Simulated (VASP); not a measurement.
Here is a VASP 6.6.1 calculation.

The input INCAR:

```
PREC = Accurate
ENCUT = 520
EDIFF = 1E-6
ISMEAR = 0
SIGMA = 0.1
LREAL = F
LASPH = T
NELM = 60
ALGO = Fast
ISIF = 2
LWAVE = F
LCHARG = F
GGA = PE
NBANDS = 56
```

File KPOINTS:

```
Automatic mesh
0
Gamma
  6 6 4
```

Contents of POSCAR:

```
LuTa2
1.0
    4.8082966100      0.0000000000      0.0000000000
   -2.4041483100      4.1641070200      0.0000000000
    0.0000000000      0.0000000000      5.8637761600
Lu Ta
2 4
Direct
    0.3333333300      0.6666666700      0.2500000000
    0.6666666700      0.3333333300      0.7500000000
    0.3333333300      0.6666666700      0.7500000000
    0.6666666700      0.3333333300      0.2500000000
    0.0000000000      0.0000000000      0.0000000000
    0.0000000000      0.0000000000      0.5000000000
```

Potentials or basis: VASP PAW PBE potentials, release 64 (Lu, Ta_pv).

Launch:

```sh
$ cat potpaw_PBE.64/Lu/POTCAR potpaw_PBE.64/Ta_pv/POTCAR > POTCAR
$ mpirun -np 1 vasp_std > vasp.out
```

Question: What does it give for the pressure?

Answer: 6.9 GPa.

Question: What does it give for the band gap on the k mesh?

Answer: Zero (bands 47 and 48 overlap by 2.10 eV).

Stress tensor (GPa, compression positive):
```
8.76 0.00 0.00
0.00 8.76 0.00
0.00 0.00 3.12
```

Caveat: the stress differs along the axes, from 3 to 9 GPa; spin-orbit coupling is left out, which moves the levels of the heavy elements.
